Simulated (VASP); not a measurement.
# Zr (P6_3/mmc) in VASP: a series of runs

The runs below take Zr through single point, with PBE.

All numbers are computed with VASP 6.6.1; they aren't measurements. Logs are shortened: lines on timing, memory, paths and dates and some standing lists are left out, and cuts for length are marked.

### Step 1. The cell of the first run

Symmetry: P6_3/mmc, No. 194, hexagonal system. The conventional cell has a = 3.259 Å, b = 3.259 Å, c = 5.190 Å, α = 90.00°, β = 90.00°, γ = 120.00°. Within 4.2 Å of Zr (site symmetry -6m2) lie 12 Zr at 3.21 to 3.26 Å.

### Step 2. Single point, PBE

Input file INCAR:

```
PREC     = Accurate       # precision mode
ENCUT    = 520            # plane-wave cutoff, eV
EDIFF    = 1E-6           # SCF threshold, eV
ISMEAR   = -1             # smearing method
SIGMA    = 0.15           # smearing width, eV
LREAL    = F              # projectors in reciprocal space
LASPH    = T              # aspherical terms in the spheres
NELM     = 100            # most SCF steps
ALGO     = Normal         # electronic algorithm
ISIF     = 2              # what is computed and relaxed
LWAVE    = F              # write WAVECAR
LCHARG   = F              # write CHGCAR
GGA      = PE             # functional
NBANDS   = 19             # bands
```

Input file KPOINTS:

```
Automatic mesh
0
Gamma
  10 10 5
```

Input file POSCAR:

```
Zr
1.0
    3.2587119552      0.0000000000      0.0000000000
   -1.6293559776      2.8221272309      0.0000000000
    0.0000000000      0.0000000000      5.1895391192
Zr
2
Direct
    0.3333333333      0.6666666667      0.2500000000
    0.6666666667      0.3333333333      0.7500000000
```

Potentials or basis: VASP PAW PBE potentials, release 64 (Zr_sv).

Run with:

```
cat potpaw_PBE.64/Zr_sv/POTCAR > POTCAR
mpirun -np 1 vasp_std > vasp.out
```

OUTCAR:

```text
PREC = Accurate
   ENCUT = 520
   EDIFF = 1E-6
   ISMEAR = -1
   LREAL = F
   LASPH = T
   NELM = 100
   ISIF = 2
   GGA = PE

 ion  position               nearest neighbor table
   1  0.333  0.667  0.250-   2 3.21   2 3.21   2 3.21   2 3.21   2 3.21   2 3.21
   2  0.667  0.333  0.750-   1 3.21   1 3.21   1 3.21   1 3.21   1 3.21   1 3.21

  LATTYP: Found a hexagonal cell.
 ALAT       =     3.2587119552
 C/A-ratio  =     1.5925123762

  Lattice vectors:

 A1 = (   3.2587119552,   0.0000000000,   0.0000000000)
 A2 = (  -1.6293559776,   2.8221272309,   0.0000000000)
 A3 = (   0.0000000000,   0.0000000000,   5.1895391192)

Analysis of symmetry for initial positions (statically):
=====================================================================
 Subroutine PRICEL returns:
 Original cell was already a primitive cell.

 Routine SETGRP: Setting up the symmetry group for a
 hexagonal supercell.

 Subroutine GETGRP returns: Found 24 space group operations
 (whereof 12 operations were pure point group operations)
 out of a pool of 24 trial point group operations.

The static configuration has the point symmetry D_3d.
 The point group associated with its full space group is D_6h.

Analysis of symmetry for dynamics (positions and initial velocities):
=====================================================================
 Subroutine PRICEL returns:
 Original cell was already a primitive cell.

 Routine SETGRP: Setting up the symmetry group for a
 hexagonal supercell.

 Subroutine GETGRP returns: Found 24 space group operations
 (whereof 12 operations were pure point group operations)
 out of a pool of 24 trial point group operations.

The dynamic configuration has the point symmetry D_3d.
 The point group associated with its full space group is D_6h.

 Subroutine INISYM returns: Found 24 space group operations
 (whereof 12 operations are pure point group operations),
 and found     1 'primitive' translations

----------------------------------------------------------------------------------------

                                     Primitive cell

  volume of cell :      47.7256

  direct lattice vectors                    reciprocal lattice vectors
     3.258711955  0.000000000  0.000000000     0.306869712  0.177171318  0.000000000
    -1.629355978  2.822127231  0.000000000     0.000000000  0.354342635  0.000000000
     0.000000000  0.000000000  5.189539119     0.000000000  0.000000000  0.192695339

  length of vectors
     3.258711955  3.258711863  5.189539119     0.354342625  0.354342635  0.192695339

  position of ions in fractional coordinates (direct lattice)
     0.333333333  0.666666667  0.250000000
     0.666666667  0.333333333  0.750000000

  ion indices of the primitive-cell ions
   primitive index   ion index
                 1           1
                 2           2

----------------------------------------------------------------------------------------

 KPOINTS: Automatic mesh

Automatic generation of k-mesh.
 Grid dimensions read from file:
 generate k-points for:   10   10    5

 Generating k-lattice:

  Cartesian coordinates                     Fractional coordinates (reciprocal lattice)
     0.030686971  0.017717132  0.000000000     0.100000000  0.000000000  0.000000000
     0.000000000  0.035434264  0.000000000     0.000000000  0.100000000  0.000000000
     0.000000000  0.000000000  0.038539068     0.000000000  0.000000000  0.200000000

  Length of vectors
     0.035434263  0.035434264  0.038539068

  Shift w.r.t. Gamma in fractional coordinates (k-lattice)
     0.000000000  0.000000000  0.000000000

 Subroutine IBZKPT returns following result:
 ===========================================

 Found     42 irreducible k-points:

 Following reciprocal coordinates:
            Coordinates               Weight
  0.000000  0.000000  0.000000      1.000000
  0.100000 -0.000000  0.000000      6.000000
  0.200000 -0.000000  0.000000      6.000000
  0.300000  0.000000  0.000000      6.000000
  0.400000  0.000000  0.000000      6.000000
  0.500000  0.000000  0.000000      3.000000
[... 16 lines left out ...]
  0.300000  0.100000  0.200000     24.000000
  0.400000  0.100000  0.200000     24.000000
 [... further k-points ...]
   k-points           NKPTS =     42   k-points in BZ     NKDIM =     42   number of bands    NBANDS=     19
   number of dos      NEDOS =    301   number of ions     NIONS =      2
   total plane-waves  NPLWV =  23040
   dimension x,y,z NGX =    24 NGY =   24 NGZ =   40
   dimension x,y,z NGXF=    48 NGYF=   48 NGZF=   80
   ions per type =               2
   NGX,Y,Z   is equivalent  to a cutoff of  12.24, 12.24, 12.81 a.u.
   NGXF,Y,Z  is equivalent  to a cutoff of  24.49, 24.49, 25.63 a.u.
 SYSTEM =  unknown system
   PREC   = accura    normal or accurate (medium, high low for compatibility)
   ISTART =      0    job   : 0-new  1-cont  2-samecut
   ICHARG =      2    charge: 1-file 2-atom 10-const
   ISPIN  =      1    spin polarized calculation?
   LNONCOLLINEAR =      F non collinear calculations
   LSORBIT =      F    spin-orbit coupling
   LASPH  =      T    aspherical Exc in radial PAW
   ENCUT  =  520.0 eV  38.22 Ry    6.18 a.u.   6.06  6.06  9.65*2*pi/ulx,y,z
   NELM   =    100;   NELMIN=  2; NELMDL= -5     # of ELM steps
   EDIFF  = 0.1E-05   stopping-criterion for ELM
   LREAL  =      F    real-space projection
   EDIFFG = 0.1E-04   stopping-criterion for IOM
   NSW    =      0    number of steps for IOM
   IBRION =     -1    ionic relax: 0-MD 1-quasi-New 2-CG
   NFREE  =      0    steps in history (QN), initial steepest desc. (CG)
   ISIF   =      2    stress and relaxation
   ISYM   =      2    0-nonsym 1-usesym 2-fastsym
   POTIM  = 0.5000    time-step for ionic-motion
   TEBEG  =    0.0;   TEEND  =   0.0 temperature during run
   PSTRESS=    0.0 pullay stress
   NELECT =      24.0000    total number of electrons
   NUPDOWN=      -1.0000    fix difference up-down
   EMIN   =  10.00;   EMAX   =-10.00  energy-range for DOS
   EFERMI =   0.00;   METHOD = LEGACY
   ISMEAR =    -1;   SIGMA  =   0.15  broadening in eV -4-tet -1-fermi 0-gaus
   EFERMI_NEDOS =   21; number of points for ismear=-14 and -15
   IALGO  =     38    algorithm
   IMIX   =      4    mixing-type and parameters
     AMIX     =   0.40;   BMIX     =  1.00
     AMIX_MAG =   1.60;   BMIX_MAG =  1.00
  volume/ion in A,a.u.               =      23.86       161.03
  Fermi-wavevector in a.u.,A,eV,Ry     =   1.301852  2.460143 23.059391  1.694817
  Thomas-Fermi vector in A             =   2.432958
   LORBIT       =      0    0 simple, 1 ext, 2 COOP (PROOUT), +10 PAW based schemes
   GGA     = PE    functional components
   LHFCALC =     F    Hartree Fock is set to
   AEXX    =    0.0000 exact exchange contribution
   IVDW    =     0    specifies the selected vdW correction
   LEPSILON=     F    determine dielectric tensor
   LRPA    =     F    only Hartree local field effects (RPA)
 non-spin polarized calculation
  energy-cutoff  :      520.00
  volume of cell :       47.73
 maximum number of plane-waves:      1300
   NGX = 13   NGY = 13   NGZ = 19

 number of electron      24.0000001 magnetization

 Free energy of the ion-electron system (eV)
  ---------------------------------------------------
  ext. energy  EPLUGINS =         0.00000000
  ---------------------------------------------------
  free energy    TOTEN  =       -17.11513873 eV

  energy without entropy =      -16.94315487  energy(sigma->0) =      -17.02914680

 E-fermi :   8.6672     XC(G=0): -10.9696

 val. band max:        8.6105780228   @ k =   0.1000   0.1000   0.0000
 cond. band min:       8.7389319132   @ k =   0.0000   0.0000   0.4000
 fundamental gap:      0.1283538904
 Fermi energy:         8.6671707756

 k-point     1 :       0.0000    0.0000    0.0000
  band No.  band energies     occupation
      1     -40.1551      2.00000
      2     -40.0158      2.00000
      3     -18.6301      2.00000
      4     -17.8352      2.00000
      5     -17.8352      2.00000
      6     -17.7038      2.00000
[... 11 lines left out ...]
     18      10.8187      0.00000
     19      13.0459      0.00000

 k-point     2 :       0.1000   -0.0000    0.0000
  band No.  band energies     occupation
      1     -40.1450      2.00000
      2     -40.0117      2.00000
      3     -18.6020      2.00000
      4     -17.8965      2.00000
      5     -17.8553      2.00000
      6     -17.7673      2.00000
[... 11 lines left out ...]
     18      10.5936      0.00001
     19      13.2084      0.00000

 k-point     3 :       0.2000   -0.0000    0.0000
  band No.  band energies     occupation
      1     -40.1176      2.00000
      2     -40.0015      2.00000
      3     -18.5232      2.00000
      4     -18.0567      2.00000
      5     -17.9277      2.00000
      6     -17.9056      2.00000
[... 11 lines left out ...]
     18      11.1556      0.00000
     19      13.5026      0.00000

 k-point     4 :       0.3000    0.0000    0.0000
  band No.  band energies     occupation
      1     -40.0813      2.00000
      2     -39.9912      2.00000
      3     -18.4101      2.00000
      4     -18.2544      2.00000
      5     -18.1156      2.00000
      6     -17.9645      2.00000
[... 11 lines left out ...]
     18      12.1501      0.00000
     19      13.7254      0.00000

 k-point     5 :       0.4000    0.0000    0.0000
  band No.  band energies     occupation
      1     -40.0479      2.00000
      2     -39.9867      2.00000
      3     -18.4131      2.00000
      4     -18.2920      2.00000
      5     -18.2609      2.00000
      6     -18.0103      2.00000
[... 11 lines left out ...]
     18      13.2263      0.00000
     19      13.8401      0.00000

 k-point     6 :       0.5000    0.0000    0.0000
  band No.  band energies     occupation
      1     -40.0328      2.00000
      2     -39.9872      2.00000
      3     -18.4732      2.00000
      4     -18.3151      2.00000
      5     -18.2309      2.00000
      6     -18.0274      2.00000
[... 11 lines left out ...]
     18      13.8731      0.00000
     19      14.6939      0.00000

 k-point     7 :       0.1000    0.1000    0.0000
  band No.  band energies     occupation
      1     -40.1262      2.00000
      2     -40.0045      2.00000
      3     -18.5485      2.00000
      4     -17.9917      2.00000
      5     -17.9345      2.00000
      6     -17.8400      2.00000
[... 11 lines left out ...]
     18      11.0224      0.00000
     19      13.3654      0.00000

 k-point     8 :       0.2000    0.1000    0.0000
  band No.  band energies     occupation
      1     -40.0943      2.00000
      2     -39.9944      2.00000
      3     -18.4520      2.00000
      4     -18.1557      2.00000
      5     -18.0789      2.00000
      6     -17.9250      2.00000
[... 256 lines left out ...]
 k-point    20 :       0.5000    0.0000    0.2000
  band No.  band energies     occupation
      1     -40.0284      2.00000
      2     -39.9916      2.00000
      3     -18.5273      2.00000
      4     -18.3859      2.00000
      5     -18.1304      2.00000
      6     -18.0065      2.00000
[... 11 lines left out ...]
     18      13.8326      0.00000
     19      14.2423      0.00000

 k-point    21 :       0.1000    0.1000    0.2000
  band No.  band energies     occupation
      1     -40.1147      2.00000
      2     -40.0163      2.00000
      3     -18.4875      2.00000
      4     -17.9671      2.00000
      5     -17.9619      2.00000
      6     -17.8704      2.00000
[... 11 lines left out ...]
     18      11.3114      0.00000
     19      13.2969      0.00000

 k-point    22 :       0.2000    0.1000    0.2000
  band No.  band energies     occupation
      1     -40.0848      2.00000
      2     -40.0040      2.00000
      3     -18.4342      2.00000
      4     -18.1400      2.00000
      5     -18.0824      2.00000
      6     -17.9360      2.00000
[... 11 lines left out ...]
     18      11.9588      0.00000
     19      13.3934      0.00000

 k-point    23 :       0.3000    0.1000    0.2000
  band No.  band energies     occupation
      1     -40.0521      2.00000
      2     -39.9942      2.00000
      3     -18.4344      2.00000
      4     -18.2874      2.00000
      5     -18.1537      2.00000
      6     -17.9990      2.00000
[... 11 lines left out ...]
     18      12.7476      0.00000
     19      13.7034      0.00000

 k-point    24 :       0.4000    0.1000    0.2000
  band No.  band energies     occupation
      1     -40.0286      2.00000
      2     -39.9915      2.00000
      3     -18.4953      2.00000
      4     -18.3610      2.00000
      5     -18.1437      2.00000
      6     -18.0221      2.00000
[... 11 lines left out ...]
     18      13.5795      0.00000
     19      14.3377      0.00000

 [... further k-points ...]

------------------------ aborting loop because EDIFF is reached ----------------------------------------

  FORCE on cell =-STRESS in cart. coord.  units (eV):
  Direction    XX          YY          ZZ          XY          YZ          ZX
  --------------------------------------------------------------------------------------
  -------------------------------------------------------------------------------------
  Total       -0.5464843     -0.5464843     -0.3267566      0.0000000     -0.0000000      0.0000000
  in kB      -18.3458115    -18.3458102    -10.9694173      0.0000000     -0.0000000      0.0000000
  external PRESSURE =     -15.8870130 kB  Pullay stress =       0.0000000 kB

 VOLUME and BASIS-vectors are now :
 -----------------------------------------------------------------------------
  energy-cutoff  :      520.00
  volume of cell :       47.73
      direct lattice vectors                 reciprocal lattice vectors
     3.258711955  0.000000000  0.000000000     0.306869712  0.177171318  0.000000000
    -1.629355978  2.822127231  0.000000000     0.000000000  0.354342635  0.000000000
     0.000000000  0.000000000  5.189539119     0.000000000  0.000000000  0.192695339

 POSITION                                       TOTAL-FORCE (eV/Angst)
 -----------------------------------------------------------------------------------
     -0.00000      1.88142      1.29738        -0.000000      0.000000      0.000000
      1.62936      0.94071      3.89215         0.000000     -0.000000      0.000000
 -----------------------------------------------------------------------------------
    total drift:                               -0.000000      0.000000     -0.000000

  FREE ENERGIE OF THE ION-ELECTRON SYSTEM (eV)
  ---------------------------------------------------
  free  energy   TOTEN  =       -17.1151387310 eV

  energy  without entropy=      -16.9431548709  energy(sigma->0) =      -17.02914680
```

Wall time 37 s (1 thread of Intel Xeon Platinum 8259CL at 2.50GHz (Skylake/Cascade Lake), shared host); peak memory 0.17 GiB.

What came out:

```
Free energy            : -17.1151 eV
Pressure               : -1.6 GPa
Band gap on the k mesh : zero (band 12 reaches 9.58 eV, above the bottom of band 13 at 8.40 eV)
```

Stress tensor (GPa, compression positive):
```
-1.83  0.00  0.00
 0.00 -1.83  0.00
 0.00  0.00 -1.10
```

Levels at points of the mesh, in eV from the Fermi level:
```
           k point  band 10  band 11  band 12  band 13  band 14  band 15
(0.00, 0.00, 0.00)    -2.91     0.91     0.91     1.06     1.14     1.58
(0.50, 0.00, 0.00)    -2.42    -2.01    -0.21     0.60     0.82     1.48
```

### Step 3. Single point, PBE

This run uses another cell than the first one, of 24.44 Å³/atom, 1.024 times its volume.

INCAR: that of step 2 with these lines changed.

```diff
@@ -7,3 +7,3 @@
 LASPH    = T              # aspherical terms in the spheres
-NELM     = 100            # most SCF steps
+NELM     = 60             # most SCF steps
 ALGO     = Normal         # electronic algorithm
```

KPOINTS is that of step 2.

Input file POSCAR:

```
Zr
1.0
    3.2849930252      0.0000000000      0.0000000000
   -1.6424965126      2.8448873043      0.0000000000
    0.0000000000      0.0000000000      5.2313920485
Zr
2
Direct
    0.3333333333      0.6666666667      0.2500000000
    0.6666666667      0.3333333333      0.7500000000
```

Potentials or basis: VASP PAW PBE potentials, release 64 (Zr_sv).

Run with:

```
cat potpaw_PBE.64/Zr_sv/POTCAR > POTCAR
mpirun -np 1 vasp_std > vasp.out
```

Run time: 32 s. Hardware: 1 thread of Intel Xeon Platinum 8259CL at 2.50GHz (Skylake/Cascade Lake), shared host; peak memory 0.17 GiB.

Results (log left out):

```yaml
Free_energy: -17.0966 eV
Pressure: -3.6 GPa
Band_gap_on_the_k_mesh: zero (band 12 reaches 9.31 eV, above the bottom of band 13 at 8.14 eV)
```

Stress tensor (GPa, compression positive):
```
-3.79  0.00  0.00
 0.00 -3.79  0.00
 0.00  0.00 -3.22
```

Levels at points of the mesh, in eV from the Fermi level:
```tsv
k point	band 8	band 9	band 10	band 11	band 12	band 13	band 14	band 15	band 16	band 17
(0.00, 0.00, 0.00)	-26.45	-5.51	-2.85	0.91	0.91	1.05	1.06	1.55	1.55	2.10
(0.50, 0.00, 0.00)	-26.54	-2.39	-2.34	-1.94	-0.25	0.60	0.79	1.44	4.67	5.04
```

(Part 1 of 2 ends here.)
